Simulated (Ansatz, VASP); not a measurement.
## Sn in VASP and in Ansatz

File INCAR:

```
SYSTEM = Sn
PREC = Accurate
ENCUT = 520
EDIFF = 1E-7
ISMEAR = -1
SIGMA = 0.1
LREAL = .FALSE.
LASPH = .TRUE.
NELM = 100
ALGO = Normal
ISIF = 2
LWAVE = .FALSE.
LCHARG = .FALSE.
NBANDS = 36
```

File KPOINTS:

```
Automatic mesh
0
G
  12 12 4
  0 0 0
```

POSCAR

```
Sn
1.0
    3.1609091038      0.0000000000      0.0000000000
   -1.5804545519      2.7374275830      0.0000000000
    0.0000000000      0.0000000000     10.4509899858
Sn
4
Direct
    1.0000000000      0.0000000000      0.0000000000
    1.0000000000      0.0000000000      0.5000000000
    0.3333333333      0.6666666667      0.2500000000
    0.6666666667      0.3333333333      0.7500000000
```

Input for Ansatz:

```yaml
crystal:
  lattice:
    - [3.1609091038, 0.0, 0.0]
    - [-1.5804545519, 2.737427583, 0.0]
    - [0.0, 0.0, 10.4509899858]
  atoms:
    - { symbol: Sn, position: [1.0, 0.0, 0.0] }
    - { symbol: Sn, position: [1.0, 0.0, 0.5] }
    - { symbol: Sn, position: [0.3333333333, 0.6666666667, 0.25] }
    - { symbol: Sn, position: [0.6666666667, 0.3333333333, 0.75] }
hamiltonian:
  xc: lda
  pseudopotentials:
    kind: paw
    azcp:
      Sn: "pseudopotentials/Sn.paw.azcp"
basis:
  ecutwfc: 420
  fft_grid_basis: typed
kpoints:
  mp_grid: { grid: [12, 12, 4], shift: [0, 0, 0] }
magnetization:
  spin_polarized: false
scf:
  occupations: { method: fermi_dirac, width: 0.1 }
  lower_state_search: "off"
output:
  stress: true
  write_density: true
  write_potential: true
  elf: true
  volumetric_format: npy
```

Alike in both runs: task single point; functional LDA; k mesh 12 × 12 × 4; occupations fermi-dirac, width 0.1 eV; no spin polarisation.

|  | VASP | Ansatz |
| --- | --- | --- |
| version | VASP 6.6.1 | Ansatz 0.2.0 |
| potentials or method | VASP PAW LDA potentials, release 64 (Sn_d), cutoff 520 eV | plane waves (420 eV) with PAW, scalar-relativistic |
| valence electrons in the cell | 56 | 56 |

```tsv
	VASP	Ansatz	Ansatz less VASP
pressure (GPa)	10.4	10.3	-0.08
traceless stress, the component that is largest in VASP (GPa)	-0.43	-0.43	+0.001
```

Ansatz warns that its potentials were made for another functional, while VASP's fit it. LDA's correlation is that of Perdew and Zunger in VASP and of Perdew and Wang (1992) in Ansatz.
